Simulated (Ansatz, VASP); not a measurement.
# SrO in VASP and in Ansatz

The input POSCAR:

```
SrO
1.0
   -0.0761832584      2.5713022736      2.5713022736
    2.5713022736     -0.0761832584      2.5713022736
    2.5713022736      2.5713022736     -0.0761832584
Sr O
1 1
Direct
    0.0000000000      0.0000000000      0.0000000000
    0.5000000000      0.5000000000      0.5000000000
```

INCAR.step1

```
SYSTEM = SrO
  ALGO = Normal
  EDIFF = 1E-4
  ENCUT = 520
  GGA = PE
  ISMEAR = 0
  LASPH = .True.
  LCHARG = .False.
  LREAL = .False.
  LWAVE = .True.
  NBANDS = 15
  NELM = 80
  PREC = Accurate
  SIGMA = 0.01
```

The input INCAR.step2:

```
SYSTEM = SrO
  ALGO = Normal
  EDIFF = 1E-6
  ENCUT = 520
  ISIF = 2
  ISMEAR = 0
  ISTART = 1
  LASPH = .True.
  LCHARG = .False.
  LMIXTAU = .True.
  LREAL = .False.
  LWAVE = .False.
  METAGGA = R2SCAN
  NBANDS = 15
  NELM = 80
  PREC = Accurate
  SIGMA = 0.01
```

The input KPOINTS:

```
k-points
0
Gamma
  8 8 8
  0 0 0
```

Input for Ansatz:

```yaml
crystal:
  lattice:
    - [-0.0761832584, 2.5713022736, 2.5713022736]
    - [2.5713022736, -0.0761832584, 2.5713022736]
    - [2.5713022736, 2.5713022736, -0.0761832584]
  atoms:
    - { symbol: Sr, position: [0.0, 0.0, 0.0] }
    - { symbol: O, position: [0.5, 0.5, 0.5] }
kpoints:
  mp_grid: { grid: [8, 8, 8] }
  band_path:
    path:
      - [0.0, 0.0, 0.0]
      - [0.5, 0.0, 0.5]
      - [0.625, 0.25, 0.625]
      - [0.375, 0.375, 0.75]
      - [0.5, 0.5, 0.5]
      - [0.5, 0.25, 0.75]
    npoints: 1
hamiltonian:
  xc: r2scan
scf:
  occupations: { method: fixed }
  n_extra_bands: 4
output:
  forces: true
  stress: true
  eigenvalues: true
  write_density: true
  write_potential: true
  elf: true
  volumetric_format: npy
```

Change from the starting cell: epitaxial_111 strain +2.6%.

Alike in both runs: task single point; functional r2SCAN; k mesh 8 × 8 × 8; no spin polarisation.

|  | VASP | Ansatz |
| --- | --- | --- |
| version | VASP 6.6.1 | Ansatz 0.2.0 |
| potentials or method | VASP PAW PBE potentials, release 64 (Sr_sv, O) | plane waves, PAW |
| plane-wave cutoff (eV) | 520 | 500 |
| occupations | gaussian, width 0.01 eV | fixed |
| valence electrons in the cell | 16 | 16 |

VASP gave:

```
gap on the k mesh at the Fermi level (eV)                     : 3.69
pressure (GPa)                                                : -2.6
traceless stress, the component that is largest in VASP (GPa) : 1.50
```

Problem. Estimate Ansatz's values.

Solution. gap on the k mesh at the Fermi level (eV): 3.73; pressure (GPa): -3.0; traceless stress, the component that is largest in VASP (GPa): 1.50.

VASP's potentials were made for PBE, not for r2SCAN.
